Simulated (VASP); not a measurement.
# SiC2 (P6/mmm) in VASP: notebook, part 2 of 2

VASP 6.6.1.

### 3 Relaxation of cell and atoms, PBE

This run uses another cell than the first one, of 20.51 Å³/atom, 0.975 times its volume.

Input file INCAR:

```
ALGO = Normal
EDIFF = 1E-6
EDIFFG = -0.01
ENCUT = 600
GGA = PE
IBRION = 2
ISIF = 3
ISMEAR = 0
LASPH = True
LCHARG = False
LREAL = False
LWAVE = False
NELM = 100
NSW = 100
PREC = Accurate
SIGMA = 0.1
```

Input file KPOINTS:

```
k-points
0
Gamma
  12 12 4
```

Input file POSCAR:

```
SiC2
1.0
    3.2445509159      0.0000000000      0.0000000000
   -1.6222754579      2.8098635170      0.0000000000
    0.0000000000      0.0000000000     13.4991279121
Si C
2 4
Direct
    0.3333333333      0.6666666667      0.5000000000
    0.6666666667      0.3333333333      0.5000000000
    0.3333333333      0.6666666667      0.8243840899
    0.3333333333      0.6666666667      0.1756159101
    0.6666666667      0.3333333333      0.8243840899
    0.6666666667      0.3333333333      0.1756159101
```

Potentials or basis: VASP PAW PBE potentials, release 64 (Si, C).

Started as:

```bash
$ cat potpaw_PBE.64/Si/POTCAR potpaw_PBE.64/C/POTCAR > POTCAR
$ mpirun -np 1 vasp_std > vasp.out
```

Run time: 5.9 min. Hardware: 1 thread of Intel Xeon Platinum 8488C (Sapphire Rapids), shared host; peak memory 0.35 GiB.

The run converged. Its results:

| Item | Value |
| --- | --- |
| Free energy | -29.1394 eV |
| Relaxed volume | 20.67 Å³/atom |
| Relaxed cell | a = 3.228 Å, b = 3.228 Å, c = 13.748 Å, α = 90.00°, β = 90.00°, γ = 120.00° |
| Space group after relaxing (to 0.05 Å) | P6/mmm (No. 191) |
| Energy gained by relaxing | 0.8 meV/atom |
| Ionic steps | 8 |
| Pressure after relaxing | 0.0 GPa |
| Largest force after relaxing | 0.006 eV/Å |
| Band gap on the k mesh | zero (band 12 reaches 0.83 eV, above the bottom of band 13 at 0.77 eV) |

Forces on the atoms (eV/Å):
```
Si   0.000  0.000  0.000
Si   0.000  0.000  0.000
C    0.000  0.000  0.006
C    0.000  0.000 -0.006
C    0.000  0.000  0.006
C    0.000  0.000 -0.006
```

Step by step:
```tsv
step	energy change (eV)	largest force (eV/Å)	pressure (GPa)	volume (Å³)
1	0.0000	0.0075	-0.48	123.07
2	-0.0031	0.0083	0.02	121.99
3	-0.0031	0.0083	0.06	121.91
4	-0.0031	0.0083	0.05	121.93
5	-0.0032	0.0081	0.05	122.03
6	-0.0035	0.0078	0.04	122.32
7	-0.0040	0.0072	0.04	122.89
8	-0.0047	0.0061	0.03	124.05
```

Final structure:
```
Si C
1.0
     3.22783    0.00000    0.00000
    -1.61391    2.79538    0.00000
     0.00000    0.00000   13.74807
Si C
2 4
Cartesian
  0.0000 1.8636 6.8740
  1.6139 0.9318 6.8740
  0.0000 1.8636 11.3431
  0.0000 1.8636 2.4049
  1.6139 0.9318 11.3431
  1.6139 0.9318 2.4049
```

Levels at points of the mesh, in eV from the Fermi level:
```csv
k point,band 8,band 9,band 10,band 11,band 12,band 13,band 14,band 15,band 16
"(0.00, 0.00, 0.00)",-2.60,-2.60,-2.60,-0.64,-0.64,-0.01,-0.01,3.48,4.15
"(0.50, 0.00, 0.00)",-4.13,-2.20,-1.16,-1.16,-0.61,0.87,1.01,1.30,1.34
"(0.00, 0.00, 0.50)",-2.60,-2.60,-2.60,-0.64,-0.64,-0.01,-0.01,3.59,4.15
"(0.50, 0.00, 0.50)",-4.13,-2.20,-1.23,-1.06,-0.63,0.83,1.11,1.25,1.35
```

Caveat: this functional lacks dispersion, which binds the layers, so the pressure and a relaxed spacing across them are unreliable.

### 4 Single point, PBE, collinear spin, ferromagnetic start

This run uses another cell than the first one, of 20.51 Å³/atom, 0.975 times its volume.

Input file INCAR:

```
PREC = Accurate
ENCUT = 520
EDIFF = 1E-6
ISMEAR = 0
SIGMA = 0.1
LREAL = False
LASPH = True
NELM = 150
ALGO = Normal
ISIF = 2
LWAVE = False
LCHARG = False
ISPIN = 2
MAGMOM = 0 0 1 1 1 1
LORBIT = 11
GGA = PE
NBANDS = 25
```

Input file KPOINTS:

```
regular mesh
0
Gamma
  6 6 2
```

POSCAR is that of step 3.

Started as:

```bash
$ cat potpaw_PBE.64/Si/POTCAR potpaw_PBE.64/C/POTCAR > POTCAR
$ mpirun -np 1 vasp_std > vasp.out
```

Wall time 59 s (1 thread of Intel Xeon Platinum 8488C (Sapphire Rapids), shared host); peak memory 0.28 GiB.

Results (log left out):

```
Free energy                                           : -29.1448 eV
Pressure                                              : -0.1 GPa
Band gap on the k mesh                                : zero (filled and empty bands overlap)
Net moment                                            : 0.00 μB per cell
Valence electrons inside the program's atomic spheres : Si 2.26; C 2.03
```

Levels at points of the mesh, in eV from the Fermi level:
Spin up:
| k point | band 10 | band 11 | band 12 | band 13 | band 14 | band 15 |
| --- | --- | --- | --- | --- | --- | --- |
| (0.00, 0.00, 0.00) | -2.51 | -0.74 | -0.74 | -0.39 | -0.39 | 3.35 |
| (0.50, 0.00, 0.00) | -1.25 | -1.11 | -0.75 | 0.64 | 1.04 | 1.28 |
| (0.00, 0.00, 0.50) | -2.51 | -0.74 | -0.74 | -0.39 | -0.39 | 3.46 |
| (0.50, 0.00, 0.50) | -1.30 | -1.00 | -0.81 | 0.62 | 1.14 | 1.19 |
Spin down:
| k point | band 10 | band 11 | band 12 | band 13 | band 14 | band 15 |
| --- | --- | --- | --- | --- | --- | --- |
| (0.00, 0.00, 0.00) | -2.51 | -0.74 | -0.74 | -0.39 | -0.39 | 3.35 |
| (0.50, 0.00, 0.00) | -1.25 | -1.11 | -0.75 | 0.64 | 1.04 | 1.28 |
| (0.00, 0.00, 0.50) | -2.51 | -0.74 | -0.74 | -0.39 | -0.39 | 3.46 |
| (0.50, 0.00, 0.50) | -1.30 | -1.00 | -0.81 | 0.62 | 1.14 | 1.19 |

Caveat: the k points lie up to 0.37 Å⁻¹ apart; this functional lacks dispersion, which binds the layers, so the pressure and a relaxed spacing across them are unreliable.

### 5 Single point, PBE

This run uses another cell than the first one, of 13.61 Å³/atom, 0.647 times its volume.

Input file INCAR:

```
ALGO = Normal ; EDIFF = 1E-6
ENCUT = 520 ; GGA = PE
ISIF = 2 ; ISMEAR = 0
LASPH = True ; LCHARG = False
LREAL = False ; LWAVE = False
NBANDS = 21 ; NELM = 60
PREC = Accurate ; SIGMA = 0.1
```

Input file KPOINTS:

```
k-points
0
Gamma
  12 12 1
```

Input file POSCAR:

```
SiC2
1.0
    2.0843654100      0.0000000000      0.0000000000
   -1.0421827000      1.8051134000      0.0000000000
    0.0000000000      0.0000000000     21.7005186200
Si C
2 4
Direct
    0.3333333300      0.6666666700      0.5000000000
    0.6666666700      0.3333333300      0.5000000000
    0.3333333300      0.6666666700      0.8333333300
    0.3333333300      0.6666666700      0.1666666700
    0.6666666700      0.3333333300      0.8333333300
    0.6666666700      0.3333333300      0.1666666700
```

Started as:

```bash
$ cat potpaw_PBE.64/Si/POTCAR potpaw_PBE.64/C/POTCAR > POTCAR
$ mpirun -np 1 vasp_std > vasp.out
```

Wall time 45 s (1 thread of AMD EPYC 7R43 (Zen 3), shared host); peak memory 0.16 GiB.

It converged, with:

```yaml
Free_energy: 65.2348 eV
Pressure: 362.7 GPa
Band_gap_on_the_k_mesh: zero (band 12 reaches 6.07 eV, above the bottom of band 13 at 2.25 eV)
```

Stress tensor (GPa, compression positive):
```
544.16   0.00   0.00
  0.00 544.16   0.00
  0.00   0.00  -0.16
```

Levels at points of the mesh, in eV from the Fermi level:
| k point | band 9 | band 10 | band 11 | band 12 | band 13 | band 14 | band 15 | band 16 |
| --- | --- | --- | --- | --- | --- | --- | --- | --- |
| (0.00, 0.00, 0.00) | -2.41 | -2.41 | -2.41 | 1.10 | 1.33 | 1.97 | 1.97 | 2.14 |
| (0.50, 0.00, 0.00) | -7.12 | -5.49 | -3.52 | -3.52 | 1.74 | 1.74 | 2.41 | 2.96 |

### 6 Single point, PBE

This run uses another cell than the first one, of 20.51 Å³/atom, 0.975 times its volume.

Input file INCAR:

```
ALGO = Normal ; EDIFF = 1E-6
ENCUT = 520 ; GGA = PE
ISIF = 2 ; ISMEAR = 0
LASPH = True ; LCHARG = True
LELF = True ; LREAL = False
LVHAR = True ; LWAVE = False
NBANDS = 21 ; NELM = 80
PREC = Accurate ; SIGMA = 0.1
```

Input file KPOINTS:

```
k-points
0
Gamma
  6 6 2
```

Input file POSCAR:

```
SiC2
1.0
    3.2445509159      0.0000000000      0.0000000000
   -1.6222754580      2.8098635170      0.0000000000
    0.0000000000      0.0000000000     13.4991279121
Si C
2 4
Direct
    0.3333333333      0.6666666667      0.5000000000
    0.6666666667      0.3333333333      0.5000000000
    0.3333333333      0.6666666667      0.8243840899
    0.3333333333      0.6666666667      0.1756159101
    0.6666666667      0.3333333333      0.8243840899
    0.6666666667      0.3333333333      0.1756159101
```

Potentials or basis: VASP PAW PBE potentials, release 64 (Si, C).

Started as:

```bash
$ cat potpaw_PBE.64/Si/POTCAR potpaw_PBE.64/C/POTCAR > POTCAR
$ mpirun -np 1 vasp_std > vasp.out
```

Run time: 36 s. Hardware: 1 thread of AMD EPYC 7R43 (Zen 3), shared host; peak memory 0.19 GiB.

It converged, with:

| Property | Result |
| --- | --- |
| Free energy | -29.1448 eV |
| Pressure | -0.1 GPa |
| Band gap on the k mesh | zero (band 12 reaches 1.03 eV, above the bottom of band 13 at 0.54 eV) |

Levels at points of the mesh, in eV from the Fermi level:
| k point | band 10 | band 11 | band 12 | band 13 | band 14 | band 15 |
| --- | --- | --- | --- | --- | --- | --- |
| (0.00, 0.00, 0.00) | -2.51 | -0.74 | -0.74 | -0.39 | -0.39 | 3.35 |
| (0.50, 0.00, 0.00) | -1.25 | -1.11 | -0.75 | 0.64 | 1.04 | 1.28 |
| (0.00, 0.00, 0.50) | -2.51 | -0.74 | -0.74 | -0.39 | -0.39 | 3.47 |
| (0.50, 0.00, 0.50) | -1.30 | -1.00 | -0.81 | 0.62 | 1.14 | 1.19 |

Caveat: the k points lie up to 0.37 Å⁻¹ apart; this functional lacks dispersion, which binds the layers, so the pressure and a relaxed spacing across them are unreliable.

### 7 Overview

```tsv
task	spin	cell	k mesh	cutoff (eV)	gap on the mesh (eV)	pressure (GPa)
single point	off	a = 3.229, b = 3.229, c = 13.978 Å, angles 90.0, 90.0, 120.0°, 6 atoms	12 × 12 × 4	520	none	0.0
relaxation of cell and atoms	off	relaxed from a = 3.245, b = 3.245, c = 13.499 Å, angles 90.0, 90.0, 120.0°, 6 atoms	12 × 12 × 4	600	none	0.0
single point	collinear, ferromagnetic start	a = 3.245, b = 3.245, c = 13.499 Å, angles 90.0, 90.0, 120.0°, 6 atoms	6 × 6 × 2	520	none	-0.1
single point	off	a = 2.084, b = 2.084, c = 21.701 Å, angles 90.0, 90.0, 120.0°, 6 atoms	12 × 12 × 1	520	none	362.7
single point	off	a = 3.245, b = 3.245, c = 13.499 Å, angles 90.0, 90.0, 120.0°, 6 atoms	6 × 6 × 2	520	none	-0.1
```

Alike in all rows: level PBE; potentials or basis VASP PAW PBE potentials, release 64 (Si, C); smearing gaussian 0.1 eV.

Caveats: some runs use coarse meshes; this functional lacks dispersion, which binds the layers, so the pressure and a relaxed spacing across them are unreliable (some runs).

Total energies depend on the potentials used, so only differences within one code and one set of settings carry meaning.
